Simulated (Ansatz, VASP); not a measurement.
# Two plane-wave programs on Sb

```
Sb
1.0
    -1.87134    1.87134    1.87134
     1.87134   -1.87134    1.87134
     1.87134    1.87134   -1.87134
Sb
1
Direct
  0.00000 0.00000 0.00000
```

Alike in both runs: task relaxation of cell and atoms; functional r2SCAN; k mesh 20 × 20 × 20; occupations gaussian, width 0.1 eV; no spin polarisation.

|  | VASP | Ansatz |
| --- | --- | --- |
| version | VASP 6.6.1 | Ansatz 0.2.0 |
| potentials or method | VASP PAW PBE potentials, release 64 (Sb), cutoff 600 eV | scalar-relativistic, plane waves, PAW |
| valence electrons in the cell | 5 | 15 |

|  | VASP | Ansatz | Ansatz less VASP |
| --- | --- | --- | --- |
| gap on the k mesh at the Fermi level, each at its own relaxed structure (eV) | none | none | - |
| relaxed volume (Å³/atom) | 26.89 | 26.94 | +0.049 |
| relaxed cell length with the largest relative difference (Å) | 3.269 | 3.271 | +0.0020 |

VASP's potentials were made for PBE, not for r2SCAN. A gap of «none» marks a metal or a gap that the smearing closes. VASP's potentials hold 5 valence electrons a cell and Ansatz's 15, so a difference there can come from the potentials and not from the codes.

Neither program's run includes spin-orbit coupling.
